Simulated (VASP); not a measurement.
# WS2 in VASP: notebook, part 2 of 2

VASP 6.6.1.

### 3 Single point, PBEsol (strain +0.040 along x and y, +0.080 along z)

Input file INCAR:

```
SYSTEM = WS2
PREC     = Accurate       ! precision mode
ENCUT    = 520            ! plane-wave cutoff, eV
EDIFF    = 1E-7           ! SCF threshold, eV
ISMEAR   = 0              ! smearing method
SIGMA    = 0.05           ! smearing width, eV
LREAL    = .FALSE.        ! projectors in reciprocal space
LASPH    = .TRUE.         ! aspherical terms in the spheres
NELM     = 60             ! most SCF steps
ALGO     = Normal         ! electronic algorithm
ISIF     = 2              ! what is computed and relaxed
LWAVE    = .FALSE.        ! write WAVECAR
LCHARG   = .FALSE.        ! write CHGCAR
GGA      = PS             ! functional
NBANDS   = 20             ! bands
```

Input file KPOINTS:

```
regular mesh
0
G
  12 12 2
  0 0 0
```

Input file POSCAR:

```
WS2
1.0
    3.3108570094      0.0000000000      0.0000000000
   -1.6554285047      2.8672862784      0.0000000000
    0.0000000000      0.0000000000     18.3066241212
W S
1 2
Direct
    0.3333333333      0.6666666667      0.0000000000
    0.6666666667      0.3333333333      0.9079994900
    0.6666666667      0.3333333333      0.0920005100
```

Potentials or basis: VASP PAW PBE potentials, release 64 (W_sv, S).

Started as:

```bash
> cat potpaw_PBE.64/W_sv/POTCAR potpaw_PBE.64/S/POTCAR > POTCAR
> mpirun -np 1 vasp_std > vasp.out
```

OUTCAR:

```text
SYSTEM = WS2
   PREC = Accurate
   ENCUT = 520
   EDIFF = 1E-7
   ISMEAR = 0
   LREAL = .FALSE.
   LASPH = .TRUE.
   NELM = 60
   ISIF = 2
   GGA = PS

 ion  position               nearest neighbor table
   1  0.333  0.667  0.000-   2 2.55   3 2.55   2 2.55   3 2.55   2 2.55   3 2.55
   2  0.667  0.333  0.908-   1 2.55   1 2.55   1 2.55
   3  0.667  0.333  0.092-   1 2.55   1 2.55   1 2.55

  LATTYP: Found a hexagonal cell.
 ALAT       =     3.3108570094
 C/A-ratio  =     5.5292705391

  Lattice vectors:

 A1 = (   3.3108570094,   0.0000000000,   0.0000000000)
 A2 = (  -1.6554285047,   2.8672862784,   0.0000000000)
 A3 = (   0.0000000000,   0.0000000000,  18.3066241212)

Analysis of symmetry for initial positions (statically):
=====================================================================
 Subroutine PRICEL returns:
 Original cell was already a primitive cell.

 Routine SETGRP: Setting up the symmetry group for a
 hexagonal supercell.

 Subroutine GETGRP returns: Found 12 space group operations
 (whereof 12 operations were pure point group operations)
 out of a pool of 24 trial point group operations.

The static configuration has the point symmetry D_3h.

Analysis of symmetry for dynamics (positions and initial velocities):
=====================================================================
 Subroutine PRICEL returns:
 Original cell was already a primitive cell.

 Routine SETGRP: Setting up the symmetry group for a
 hexagonal supercell.

 Subroutine GETGRP returns: Found 12 space group operations
 (whereof 12 operations were pure point group operations)
 out of a pool of 24 trial point group operations.

The dynamic configuration has the point symmetry D_3h.

 Subroutine INISYM returns: Found 12 space group operations
 (whereof 12 operations are pure point group operations),
 and found     1 'primitive' translations

----------------------------------------------------------------------------------------

                                     Primitive cell
[... 113 lines left out ...]
     AMIX_MAG =   1.60;   BMIX_MAG =  1.00
  volume/ion in A,a.u.               =      57.93       390.93
  Fermi-wavevector in a.u.,A,eV,Ry     =   0.869079  1.642322 10.276463  0.755299
  Thomas-Fermi vector in A             =   1.987850
   LORBIT       =      0    0 simple, 1 ext, 2 COOP (PROOUT), +10 PAW based schemes
   GGA     = PS    functional components
   LHFCALC =     F    Hartree Fock is set to
   AEXX    =    0.0000 exact exchange contribution
   IVDW    =     0    specifies the selected vdW correction
   LEPSILON=     F    determine dielectric tensor
   LRPA    =     F    only Hartree local field effects (RPA)
 non-spin polarized calculation
 Gauss-broadening in eV      SIGMA  =   0.05
  energy-cutoff  :      520.00
  volume of cell :      173.79
 maximum number of plane-waves:      4712
 NGX is ok and might be reduce to    28
   NGX = 13   NGY = 13   NGZ = 69

 number of electron      26.0000000 magnetization

 Free energy of the ion-electron system (eV)
  ---------------------------------------------------
  ext. energy  EPLUGINS =         0.00000000
  ---------------------------------------------------
  free energy    TOTEN  =       -24.50238066 eV

  energy without entropy =      -24.50238066  energy(sigma->0) =      -24.50238066

 E-fermi :  -1.4009     XC(G=0):  -4.1666

 val. band max:       -1.8436791800   @ k =   0.3333   0.3333   0.5000
 cond. band min:      -0.2190874804   @ k =   0.1667   0.1667   0.5000
 fundamental gap:      1.6245916996
 Fermi energy:        -1.4008708922

 k-point     1 :       0.0000    0.0000    0.0000
  band No.  band energies     occupation
      1     -76.2096      2.00000
      2     -40.3178      2.00000
      3     -40.2356      2.00000
      4     -40.2356      2.00000
      5     -15.7230      2.00000
      6     -14.5882      2.00000
[... 541 lines left out ...]
     19       5.0650      0.00000
     20       5.3063      0.00000

 [... further k-points ...]

------------------------ aborting loop because EDIFF is reached ----------------------------------------

  FORCE on cell =-STRESS in cart. coord.  units (eV):
  Direction    XX          YY          ZZ          XY          YZ          ZX
  --------------------------------------------------------------------------------------
  -------------------------------------------------------------------------------------
  Total       -7.3008803     -7.3008803     -9.1065035      0.0000000      0.0000000      0.0000000
  in kB      -67.3079033    -67.3079033    -83.9542134      0.0000000      0.0000000      0.0000000
  external PRESSURE =     -72.8566734 kB  Pullay stress =       0.0000000 kB

 VOLUME and BASIS-vectors are now :
 -----------------------------------------------------------------------------
  energy-cutoff  :      520.00
  volume of cell :      173.79
      direct lattice vectors                 reciprocal lattice vectors
     3.310857009  0.000000000  0.000000000     0.302036602  0.174380913  0.000000000
    -1.655428505  2.867286278  0.000000000     0.000000000  0.348761827  0.000000000
     0.000000000  0.000000000 18.306624121     0.000000000  0.000000000  0.054625036

 POSITION                                       TOTAL-FORCE (eV/Angst)
 -----------------------------------------------------------------------------------
     -0.00000      1.91152      0.00000         0.000000     -0.000000      0.000000
      1.65543      0.95576     16.62241        -0.000000      0.000000      2.696037
      1.65543      0.95576      1.68422        -0.000000      0.000000     -2.696037
 -----------------------------------------------------------------------------------
    total drift:                               -0.000000      0.000000      0.000000

  FREE ENERGIE OF THE ION-ELECTRON SYSTEM (eV)
  ---------------------------------------------------
  free  energy   TOTEN  =       -24.5023806640 eV

  energy  without entropy=      -24.5023806640  energy(sigma->0) =      -24.50238066
```

OSZICAR:

```text
N       E                     dE             d eps       ncg     rms          rms(c)
DAV:   1     0.162998517881E+03    0.16300E+03   -0.13546E+04  1824   0.105E+03
DAV:   2    -0.116665953999E+02   -0.17467E+03   -0.16978E+03  1960   0.237E+02
DAV:   3    -0.259341059889E+02   -0.14268E+02   -0.14153E+02  2040   0.652E+01
[... 16 lines left out ...]
DAV:  20    -0.245023784372E+02   -0.11135E-04   -0.67222E-07  1740   0.232E-03    0.103E-03
DAV:  21    -0.245023793917E+02   -0.95447E-06   -0.29704E-08  1552   0.781E-04    0.680E-04
DAV:  22    -0.245023805253E+02   -0.11335E-05   -0.53832E-08  1392   0.567E-04    0.230E-04
DAV:  23    -0.245023806399E+02   -0.11468E-06   -0.34436E-09  1312   0.192E-04    0.125E-04
DAV:  24    -0.245023806640E+02   -0.24033E-07   -0.41615E-10  1072   0.911E-05
   1 F= -.24502381E+02 E0= -.24502381E+02  d E =-.338766E-37
```

stdout:

```text
POSCAR found type information on POSCAR W S
 POSCAR found :  2 types and       3 ions
 scaLAPACK will be used
 -----------------------------------------------------------------------------
|                                                                             |
|                                                                             |
|     You enforced a specific xc type in the INCAR file but a different       |
|     I HOPE YOU KNOW WHAT YOU ARE DOING!                                     |
|                                                                             |
 -----------------------------------------------------------------------------

 LDA part: xc-table for (Slater+PW92), standard interpolation
 POSCAR, INCAR and KPOINTS ok, starting setup
 FFT: planning ... GRIDC
 FFT: planning ... GRID_SOFT
 FFT: planning ... GRID
 WAVECAR not read
 entering main loop
```

Wall time 2.4 min (1 thread of AMD EPYC 9R45 (Zen 5), shared host); peak memory 0.35 GiB.

What came out:

| Quantity | Value |
| --- | --- |
| Free energy | -24.5024 eV |
| Largest force | 2.696 eV/Å |
| Band gap on the k mesh | 1.62 eV, indirect (least direct gap 1.63 eV) |

Forces in eV/Å, atoms in the order of the input:
```
W    0.000  0.000  0.000
S    0.000  0.000  2.696
S    0.000  0.000 -2.696
```

Levels at points of the mesh, in eV from the valence-band top:
| k point | band 11 | band 12 | band 13 | band 14 | band 15 | band 16 |
| --- | --- | --- | --- | --- | --- | --- |
| (0.00, 0.00, 0.00) | -1.34 | -1.34 | -0.21 | 2.37 | 2.37 | 2.44 |
| (0.50, 0.00, 0.00) | -2.16 | -1.16 | -0.87 | 2.37 | 2.71 | 3.45 |
| (0.00, 0.00, 0.50) | -1.34 | -1.34 | -0.21 | 2.37 | 2.37 | 2.44 |
| (0.50, 0.00, 0.50) | -2.16 | -1.16 | -0.87 | 2.37 | 2.71 | 3.45 |

Caveat: the cell differs from its parent crystal (strain +0.040 along x and y, +0.080 along z); the PAW data sets were made with another functional, which shifts forces and pressure a little; spin-orbit coupling is left out, which moves the levels of the heavy elements.

### 4 Single point, PBEsol (strain +0.080 along x and y, +0.080 along z)

Input file INCAR:

```
PREC = Accurate
ENCUT = 520
EDIFF = 1E-7
ISMEAR = 0
SIGMA = 0.05
LREAL = F
LASPH = T
NELM = 100
ALGO = Normal
ISIF = 2
LWAVE = F
LCHARG = T
GGA = PS
LELF = T
LVHAR = T
NBANDS = 20
```

Input file KPOINTS:

```
Automatic mesh
0
Gamma
  12 12 2
```

Input file POSCAR:

```
WS2
1.0
    3.4381976636      0.0000000000      0.0000000000
   -1.7190988318      2.9775665199      0.0000000000
    0.0000000000      0.0000000000     18.3066241212
W S
1 2
Direct
    0.3333333333      0.6666666667      0.0000000000
    0.6666666667      0.3333333333      0.9079994900
    0.6666666667      0.3333333333      0.0920005100
```

Started as:

```bash
> cat potpaw_PBE.64/W_sv/POTCAR potpaw_PBE.64/S/POTCAR > POTCAR
> mpirun -np 1 vasp_std > vasp.out
```

It took 2.3 min on 1 thread of AMD EPYC 9R45 (Zen 5), shared host; peak memory 0.35 GiB.

The run converged. Its results:

| Property | Result |
| --- | --- |
| Free energy | -23.8385 eV |
| Largest force | 3.020 eV/Å |
| Band gap on the k mesh | 1.27 eV, indirect (least direct gap 1.30 eV) |

Forces on the atoms (eV/Å):
```
W    0.000  0.000  0.000
S    0.000  0.000  3.020
S    0.000  0.000 -3.020
```

Levels at points of the mesh, in eV from the valence-band top:
```csv
k point,band 11,band 12,band 13,band 14,band 15,band 16
"(0.00, 0.00, 0.00)",-1.46,-1.46,0.00,2.13,2.13,2.17
"(0.50, 0.00, 0.00)",-1.94,-1.31,-0.74,1.96,2.29,3.18
"(0.00, 0.00, 0.50)",-1.46,-1.46,0.00,2.13,2.13,2.17
"(0.50, 0.00, 0.50)",-1.94,-1.31,-0.74,1.96,2.29,3.18
```

Caveat: the cell differs from its parent crystal (strain +0.080 along x and y, +0.080 along z); the PAW data sets were made with another functional, which shifts forces and pressure a little; spin-orbit coupling is left out, which moves the levels of the heavy elements.

### 5 Overview

| cell | gap on the mesh (eV) | largest force (eV/Å) |
| --- | --- | --- |
| a = 3.184, b = 3.184, c = 17.629 Å, angles 90.0, 90.0, 120.0°, 3 atoms | 1.82 | 1.25 |
| a = 3.311, b = 3.311, c = 18.307 Å, angles 90.0, 90.0, 120.0°, 3 atoms | 1.62 | 2.70 |
| a = 3.438, b = 3.438, c = 18.307 Å, angles 90.0, 90.0, 120.0°, 3 atoms | 1.27 | 3.02 |

Alike in all rows: task single point; level PBEsol; potentials or basis VASP PAW PBE potentials, release 64 (W_sv, S); no spin polarisation; k mesh 12 × 12 × 2; cutoff (eV) 520; smearing gaussian 0.05 eV.

Caveats: the PAW data sets were made with another functional, which shifts forces and pressure a little; spin-orbit coupling is left out, which moves the levels of the heavy elements.

Total energies depend on the potentials used, so only differences within one code and one set of settings carry meaning.
